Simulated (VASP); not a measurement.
Ag:

```
Ag
1.0
     1.47305    0.85046    7.20465
    -1.47305    0.85046    7.20465
     0.00000   -1.70093    7.20465
Ag
3
Direct
  0.22228 0.22228 0.22228
  0.77772 0.77772 0.77772
  0.00000 0.00000 0.00000
```

Base run:

| Quantity | Value |
| --- | --- |
| Program | VASP 6.6.1 |
| Functional | PBEsol |
| Potentials or basis | VASP PAW PBE potentials, release 64 (Ag) |
| Cutoff | 520 eV |
| k mesh | 10 × 10 × 10 |
| Occupations | fermi-dirac, width 0.05 eV |
| Spin | no spin polarisation |

Its results: band gap on the k mesh zero (an odd number of electrons rules out a gap without spin polarisation); pressure -7.3 GPa.

Task: The run is repeated on the same cell with these changes: functional from PBEsol to LDA; potentials or basis from VASP PAW PBE potentials, release 64 (Ag) to VASP PAW LDA potentials, release 64 (Ag). What comes out?

Result: Band gap on the k mesh zero (an odd number of electrons rules out a gap without spin polarisation); pressure -11.3 GPa.

Caveats: the cell stands under tension; the PAW data sets were made with another functional, which shifts forces and pressure a little (at least some runs).
